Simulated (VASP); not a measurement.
Here is a VASP 6.6.1 calculation.

File INCAR:

```
  PREC = Accurate
  ENCUT = 520
  EDIFF = 1E-6
  ISMEAR = 0
  SIGMA = 0.15
  LREAL = F
  LASPH = T
  NELM = 80
  ALGO = Normal
  ISIF = 2
  LWAVE = F
  LCHARG = F
  GGA = PE
  NBANDS = 18
```

Contents of KPOINTS:

```
regular mesh
0
Gamma
  18 18 18
```

POSCAR

```
Si2W
1.0
   -1.5196047345      1.5196047345      4.4410448366
    1.5196047345     -1.5196047345      4.4410448366
    1.5196047345      1.5196047345     -4.4410448366
Si W
2 1
Direct
    0.3345726944      0.3345726944      0.0000000000
    0.6654273056      0.6654273056      0.0000000000
    0.0000000000      0.0000000000      0.0000000000
```

Potentials or basis: VASP PAW PBE potentials, release 64 (Si, W_sv).

The run is started by

```console
$ cat potpaw_PBE.64/Si/POTCAR potpaw_PBE.64/W_sv/POTCAR > POTCAR
$ mpirun -np 1 vasp_std > vasp.out
```

Task: Estimate the pressure.

Result: 3.4 GPa.

Task: What does it give for the largest force?

Result: 0.218 eV/Å.

Task: What does it give for the band gap on the k mesh?

Result: Zero (band 11 reaches 13.56 eV, above the bottom of band 12 at 11.01 eV).

Forces on the atoms (eV/Å):
```
Si   0.000  0.000  0.218
Si   0.000  0.000 -0.218
W    0.000  0.000  0.000
```

Caveat: spin-orbit coupling is left out, which moves the levels of the heavy elements.
